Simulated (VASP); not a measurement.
# Pb (I4/mmm) in VASP: a series of runs

Pb is run at these levels: PBE; tasks: single point.

Program: VASP 6.6.1. These are calculated values, not measurements. Logs are shortened: lines on timing, memory, paths and dates and some standing lists are left out, and cuts for length are marked.

### 1 The cell of the first run

Symmetry: I4/mmm, No. 139, tetragonal system. Conventional cell: a = 3.580 Å, b = 3.580 Å, c = 4.940 Å, α = 90.00°, β = 90.00°, γ = 90.00°. Within 4.6 Å of Pb (site symmetry 4/mmm) lie 12 Pb at 3.54 to 3.58 Å.

### 2 Single point, PBE (strain +0.025 along x and y, +0.000 along z)

INCAR

```
PREC     = Accurate       # precision mode
ENCUT    = 520            # plane-wave cutoff, eV
EDIFF    = 1E-7           # SCF threshold, eV
ISMEAR   = 0              # smearing method
SIGMA    = 0.15           # smearing width, eV
LREAL    = F              # projectors in reciprocal space
LASPH    = T              # aspherical terms in the spheres
NELM     = 60             # most SCF steps
ALGO     = Fast           # electronic algorithm
ISIF     = 2              # what is computed and relaxed
LWAVE    = F              # write WAVECAR
LCHARG   = F              # write CHGCAR
GGA      = PE             # functional
NBANDS   = 13             # bands
```

KPOINTS

```
Automatic mesh
0
Gamma
  16 16 16
```

POSCAR

```
Pb
1.0
    0.0000000000      2.5315450000      2.4698000000
    2.5315450000      0.0000000000      2.4698000000
    2.5315450000      2.5315450000      0.0000000000
Pb
1
Direct
    0.0000000000      0.0000000000      0.0000000000
```

Potentials or basis: VASP PAW PBE potentials, release 64 (Pb_d).

Started as:

```console
$ cat potpaw_PBE.64/Pb_d/POTCAR > POTCAR
$ mpirun -np 1 vasp_std > vasp.out
```

OUTCAR:

```text
PREC = Accurate
   ENCUT = 520
   EDIFF = 1E-7
   ISMEAR = 0
   LREAL = F
   LASPH = T
   NELM = 60
   ISIF = 2
   GGA = PE

 ion  position               nearest neighbor table
   1  0.000  0.000  0.000-

  LATTYP: Found a body centered tetragonal cell.
 ALAT       =     3.5801452728
 C/A-ratio  =     1.3797205487

  Lattice vectors:

 A1 = (   0.0000000000,  -2.5315450000,  -2.4698000000)
 A2 = (   0.0000000000,   2.5315450000,  -2.4698000000)
 A3 = (   2.5315450000,   0.0000000000,   2.4698000000)

Analysis of symmetry for initial positions (statically):
=====================================================================
 Subroutine PRICEL returns:
 Original cell was already a primitive cell.

 Routine SETGRP: Setting up the symmetry group for a
 body centered tetragonal supercell.

 Subroutine GETGRP returns: Found 16 space group operations
 (whereof 16 operations were pure point group operations)
 out of a pool of 16 trial point group operations.

The static configuration has the point symmetry D_4h.

Analysis of symmetry for dynamics (positions and initial velocities):
=====================================================================
 Subroutine PRICEL returns:
 Original cell was already a primitive cell.

 Routine SETGRP: Setting up the symmetry group for a
 body centered tetragonal supercell.

 Subroutine GETGRP returns: Found 16 space group operations
 (whereof 16 operations were pure point group operations)
 out of a pool of 16 trial point group operations.

The dynamic configuration has the point symmetry D_4h.

 Subroutine INISYM returns: Found 16 space group operations
 (whereof 16 operations are pure point group operations),
 and found     1 'primitive' translations

----------------------------------------------------------------------------------------

                                     Primitive cell

  volume of cell :      31.6565

  direct lattice vectors                    reciprocal lattice vectors
     0.000000000  2.531545000  2.469800000    -0.197507846  0.197507846  0.202445542
     2.531545000  0.000000000  2.469800000     0.197507846 -0.197507846  0.202445542
     2.531545000  2.531545000  0.000000000     0.197507846  0.197507846 -0.202445542

  length of vectors
     3.536754462  3.536754462  3.580145273     0.344967964  0.344967964  0.344967964

  position of ions in fractional coordinates (direct lattice)
     0.000000000  0.000000000  0.000000000

  ion indices of the primitive-cell ions
   primitive index   ion index
                 1           1

----------------------------------------------------------------------------------------

 KPOINTS: Automatic mesh

Automatic generation of k-mesh.
 Grid dimensions read from file:
 generate k-points for:   16   16   16

 Generating k-lattice:

  Cartesian coordinates                     Fractional coordinates (reciprocal lattice)
    -0.012344240  0.012344240  0.012652846     0.062500000  0.000000000  0.000000000
     0.012344240 -0.012344240  0.012652846     0.000000000  0.062500000  0.000000000
     0.012344240  0.012344240 -0.012652846     0.000000000  0.000000000  0.062500000

  Length of vectors
     0.021560498  0.021560498  0.021560498

  Shift w.r.t. Gamma in fractional coordinates (k-lattice)
     0.000000000  0.000000000  0.000000000

 Subroutine IBZKPT returns following result:
 ===========================================

 Found    349 irreducible k-points:

 Following reciprocal coordinates:
            Coordinates               Weight
  0.000000  0.000000  0.000000      1.000000
  0.062500  0.000000  0.000000      8.000000
  0.125000  0.000000  0.000000      8.000000
  0.187500  0.000000  0.000000      8.000000
  0.250000  0.000000  0.000000      8.000000
  0.312500 -0.000000  0.000000      8.000000
[... 16 lines left out ...]
 -0.125000  0.062500  0.000000      8.000000
 -0.062500  0.062500  0.000000      4.000000
 [... further k-points ...]
   k-points           NKPTS =    349   k-points in BZ     NKDIM =    349   number of bands    NBANDS=     13
   number of dos      NEDOS =    301   number of ions     NIONS =      1
   total plane-waves  NPLWV =  21952
   dimension x,y,z NGX =    28 NGY =   28 NGZ =   28
   dimension x,y,z NGXF=    56 NGYF=   56 NGZF=   56
   ions per type =               1
   NGX,Y,Z   is equivalent  to a cutoff of  13.16, 13.16, 13.00 a.u.
   NGXF,Y,Z  is equivalent  to a cutoff of  26.32, 26.32, 26.00 a.u.
 SYSTEM =  unknown system
   PREC   = accura    normal or accurate (medium, high low for compatibility)
   ISTART =      0    job   : 0-new  1-cont  2-samecut
   ICHARG =      2    charge: 1-file 2-atom 10-const
   ISPIN  =      1    spin polarized calculation?
   LNONCOLLINEAR =      F non collinear calculations
   LSORBIT =      F    spin-orbit coupling
   LASPH  =      T    aspherical Exc in radial PAW
   ENCUT  =  520.0 eV  38.22 Ry    6.18 a.u.   6.58  6.58  6.66*2*pi/ulx,y,z
   NELM   =     60;   NELMIN=  2; NELMDL= -5     # of ELM steps
   EDIFF  = 0.1E-06   stopping-criterion for ELM
   LREAL  =      F    real-space projection
   EDIFFG = 0.1E-05   stopping-criterion for IOM
   NSW    =      0    number of steps for IOM
   IBRION =     -1    ionic relax: 0-MD 1-quasi-New 2-CG
   NFREE  =      0    steps in history (QN), initial steepest desc. (CG)
   ISIF   =      2    stress and relaxation
   ISYM   =      2    0-nonsym 1-usesym 2-fastsym
   POTIM  = 0.5000    time-step for ionic-motion
   TEBEG  =    0.0;   TEEND  =   0.0 temperature during run
   PSTRESS=    0.0 pullay stress
   NELECT =      14.0000    total number of electrons
   NUPDOWN=      -1.0000    fix difference up-down
   EMIN   =  10.00;   EMAX   =-10.00  energy-range for DOS
   EFERMI =   0.00;   METHOD = LEGACY
   ISMEAR =     0;   SIGMA  =   0.15  broadening in eV -4-tet -1-fermi 0-gaus
   EFERMI_NEDOS =   21; number of points for ismear=-14 and -15
   IALGO  =     68    algorithm
   IMIX   =      4    mixing-type and parameters
     AMIX     =   0.40;   BMIX     =  1.00
     AMIX_MAG =   1.60;   BMIX_MAG =  1.00
  volume/ion in A,a.u.               =      31.66       213.63
  Fermi-wavevector in a.u.,A,eV,Ry     =   1.247278  2.357013 21.166605  1.555702
  Thomas-Fermi vector in A             =   2.381417
   LORBIT       =      0    0 simple, 1 ext, 2 COOP (PROOUT), +10 PAW based schemes
   GGA     = PE    functional components
   LHFCALC =     F    Hartree Fock is set to
   AEXX    =    0.0000 exact exchange contribution
   IVDW    =     0    specifies the selected vdW correction
   LEPSILON=     F    determine dielectric tensor
   LRPA    =     F    only Hartree local field effects (RPA)
 non-spin polarized calculation
 RMM-DIIS sequential band-by-band and
 Gauss-broadening in eV      SIGMA  =   0.15
  energy-cutoff  :      520.00
  volume of cell :       31.66
 maximum number of plane-waves:       881
   NGX = 13   NGY = 13   NGZ = 13

 number of electron      14.0000004 magnetization

 Free energy of the ion-electron system (eV)
  ---------------------------------------------------
  ext. energy  EPLUGINS =         0.00000000
  ---------------------------------------------------
  free energy    TOTEN  =        -3.56663474 eV

  energy without entropy =       -3.56116839  energy(sigma->0) =       -3.56390157

 E-fermi :   6.8575     XC(G=0):  -9.9805

 val. band max:        6.8494209438   @ k =  -0.3750   0.3125   0.1875
 cond. band min:       6.8661723541   @ k =  -0.4375   0.3125   0.1875
 fundamental gap:      0.0167514103
 Fermi energy:         6.8574609161

 k-point     1 :       0.0000    0.0000    0.0000
  band No.  band energies     occupation
      1     -10.2467      2.00000
      2     -10.2467      2.00000
      3     -10.2201      2.00000
      4     -10.1276      2.00000
      5     -10.1041      2.00000
      6      -4.6617      2.00000
      7      13.8624      0.00000
      8      13.9051      0.00000
      9      13.9051      0.00000
     10      16.5481      0.00000
     11      17.6055      0.00000
     12      18.9707      0.00000
     13      18.9794      0.00000

 k-point     2 :       0.0625    0.0000    0.0000
  band No.  band energies     occupation
      1     -10.2448      2.00000
      2     -10.2415      2.00000
      3     -10.2171      2.00000
      4     -10.1275      2.00000
      5     -10.1049      2.00000
      6      -4.5899      2.00000
      7      12.9721      0.00000
      8      13.7975      0.00000
      9      13.8021      0.00000
     10      16.3253      0.00000
     11      18.0746      0.00000
     12      19.1387      0.00000
     13      19.1574      0.00000

 k-point     3 :       0.1250    0.0000    0.0000
  band No.  band energies     occupation
      1     -10.2418      2.00000
      2     -10.2290      2.00000
      3     -10.2081      2.00000
      4     -10.1250      2.00000
      5     -10.1053      2.00000
      6      -4.3744      2.00000
      7      11.2016      0.00000
      8      13.5319      0.00000
      9      13.5854      0.00000
     10      16.0135      0.00000
     11      18.8617      0.00000
     12      19.5275      0.00000
     13      19.5400      0.00000
[... 305 lines left out ...]
 k-point    23 :      -0.1250    0.0625    0.0000
  band No.  band energies     occupation
      1     -10.2466      2.00000
      2     -10.2213      2.00000
      3     -10.1944      2.00000
      4     -10.1341      2.00000
      5     -10.0943      2.00000
      6      -4.2135      2.00000
      7      10.5805      0.00000
      8      12.4223      0.00000
      9      13.8393      0.00000
     10      16.2550      0.00000
     11      18.5972      0.00000
     12      18.8235      0.00000
     13      19.1154      0.00000

 k-point    24 :      -0.0625    0.0625    0.0000
  band No.  band energies     occupation
      1     -10.2476      2.00000
      2     -10.2352      2.00000
      3     -10.2052      2.00000
      4     -10.1323      2.00000
      5     -10.1008      2.00000
      6      -4.4733      2.00000
      7      12.2009      0.00000
      8      12.9954      0.00000
      9      13.9467      0.00000
     10      16.2829      0.00000
     11      18.3021      0.00000
     12      19.0576      0.00000
     13      19.5738      0.00000

 [... further k-points ...]

------------------------ aborting loop because EDIFF is reached ----------------------------------------

  FORCE on cell =-STRESS in cart. coord.  units (eV):
  Direction    XX          YY          ZZ          XY          YZ          ZX
  --------------------------------------------------------------------------------------
  -------------------------------------------------------------------------------------
  Total        0.0226005      0.0226005      0.1125342      0.0000000     -0.0000000      0.0000000
  in kB        1.1438402      1.1438402      5.6955047      0.0000000     -0.0000000      0.0000000
  external PRESSURE =       2.6610617 kB  Pullay stress =       0.0000000 kB

 VOLUME and BASIS-vectors are now :
 -----------------------------------------------------------------------------
  energy-cutoff  :      520.00
  volume of cell :       31.66
      direct lattice vectors                 reciprocal lattice vectors
     0.000000000  2.531545000  2.469800000    -0.197507846  0.197507846  0.202445542
     2.531545000  0.000000000  2.469800000     0.197507846 -0.197507846  0.202445542
     2.531545000  2.531545000  0.000000000     0.197507846  0.197507846 -0.202445542

 POSITION                                       TOTAL-FORCE (eV/Angst)
 -----------------------------------------------------------------------------------
      0.00000      0.00000      0.00000        -0.000000     -0.000000      0.000000
 -----------------------------------------------------------------------------------
    total drift:                               -0.000000     -0.000000     -0.000000

  FREE ENERGIE OF THE ION-ELECTRON SYSTEM (eV)
  ---------------------------------------------------
  free  energy   TOTEN  =        -3.5666347438 eV

  energy  without entropy=       -3.5611683894  energy(sigma->0) =       -3.56390157
```

Run time: 4.7 min. Hardware: 1 thread of Intel Xeon 8259CL, shared host; peak memory 0.26 GiB.

What came out:

- Free energy: -3.5666 eV
- Pressure: 0.3 GPa
- Band gap on the k mesh: zero (bands 7 and 8 overlap by 8.70 eV)

Caveat: the cell differs from its parent crystal (strain +0.025 along x and y, +0.000 along z); spin-orbit coupling is left out, which moves the levels of the heavy elements.

### 3 Single point, PBE (strain +0.025 along x and y, +0.050 along z)

INCAR

```
PREC = Accurate
ENCUT = 520
EDIFF = 1E-6
ISMEAR = 0
SIGMA = 0.15
LREAL = False
LASPH = True
NELM = 60
ALGO = Fast
ISIF = 2
LWAVE = False
LCHARG = False
GGA = PE
NBANDS = 13
```

KPOINTS is that of step 2.

POSCAR

```
Pb
1.0
    0.0000000000      2.5315450000      2.5932900000
    2.5315450000      0.0000000000      2.5932900000
    2.5315450000      2.5315450000      0.0000000000
Pb
1
Direct
    0.0000000000      0.0000000000      0.0000000000
```

Potentials or basis: VASP PAW PBE potentials, release 64 (Pb_d).

Started as:

```console
$ cat potpaw_PBE.64/Pb_d/POTCAR > POTCAR
$ mpirun -np 1 vasp_std > vasp.out
```

Run time: 4 min. Hardware: 1 thread of Intel Xeon 8259CL, shared host; peak memory 0.26 GiB.

The run converged. Its results:

* Free energy: -3.5609 eV
* Pressure: -1.5 GPa
* Band gap on the k mesh: zero (bands 7 and 8 overlap by 8.28 eV)

Stress tensor (GPa, compression positive):
```
-1.38  0.00  0.00
 0.00 -1.38  0.00
 0.00  0.00 -1.63
```

Levels at points of the mesh, in eV from the Fermi level:
```csv
k point,band 5,band 6,band 7,band 8,band 9,band 10
"(0.00, 0.00, 0.00)",-16.95,-11.21,6.66,6.66,6.68,9.65
"(0.50, 0.00, 0.00)",-16.86,-8.10,-3.81,4.85,5.22,8.61
"(0.50, 0.50, 0.00)",-16.84,-7.05,-3.08,2.08,2.08,5.24
"(0.50, 0.00, 0.50)",-16.82,-6.82,-2.91,1.74,1.89,5.01
```

Caveat: the cell differs from its parent crystal (strain +0.025 along x and y, +0.050 along z); spin-orbit coupling is left out, which moves the levels of the heavy elements.
